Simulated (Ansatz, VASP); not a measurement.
# One calculation of Li, two programs

INCAR

```
SYSTEM = Li
PREC = Accurate ; ENCUT = 600
EDIFF = 1E-7 ; ISMEAR = 0
SIGMA = 0.1 ; LREAL = .False.
LASPH = .True. ; NELM = 60
ALGO = Normal ; ISIF = 3
LWAVE = .False. ; LCHARG = .False.
GGA = PE ; IBRION = 2
NSW = 90 ; EDIFFG = -0.04
```

KPOINTS

```
regular mesh
0
Gamma
  6 6 6
  0 0 0
```

File POSCAR:

```
Li
1.0
    1.8783841173      1.0844855758      3.4832381403
   -1.8783841173      1.0844855758      3.4832381403
    0.0000000000     -2.1689711516      3.4832381403
Li
2
Direct
    0.2275400000      0.2275400000      0.2275400000
    0.7724600000      0.7724600000      0.7724600000
```

Input for Ansatz:

```yaml
crystal:
  lattice:
    - [1.8783841173, 1.0844855758, 3.4832381403]
    - [-1.8783841173, 1.0844855758, 3.4832381403]
    - [0.0, -2.1689711516, 3.4832381403]
  atoms:
    - { symbol: Li, position: [0.22754, 0.22754, 0.22754] }
    - { symbol: Li, position: [0.77246, 0.77246, 0.77246] }
basis:
  ecutwfc: 420
kpoints:
  mp_grid: { grid: [6, 6, 6] }
hamiltonian:
  xc: pbe
scf:
  occupations: { method: gaussian, width: 0.1 }
  lower_state_search: "off"
output:
  forces: true
  stress: true
  eigenvalues: true
relax:
  adjacent_minimum: "off"
  f_tol: 0.04
  max_steps: 70
  cell: { stress_tol: 0.4 }
```

Alike in both runs: task relaxation of cell and atoms; functional PBE; k mesh 6 × 6 × 6; occupations gaussian, width 0.1 eV; no spin polarisation.

|  | VASP | Ansatz |
| --- | --- | --- |
| version | VASP 6.6.1 | Ansatz 0.2.0 |
| potentials or method | VASP PAW PBE potentials, release 64 (Li_sv), cutoff 600 eV | scalar-relativistic, plane waves, PAW |
| valence electrons in the cell | 6 | 6 |

```csv
,VASP,Ansatz,Ansatz less VASP
"gap on the k mesh at the Fermi level, each at its own relaxed structure (eV)",none,none,-
relaxed volume (Å³/atom),19.48,20.03,+0.549
relaxed cell length with the largest relative difference (Å),4.715,5.213,+0.4980
```

A gap of «none» marks a metal or a gap that the smearing closes. One of these differences is far larger than is usual between the two programs; its cause wasn't traced.

Noted on VASP's run: the cutoff is short for stress, so the pressure is rough.
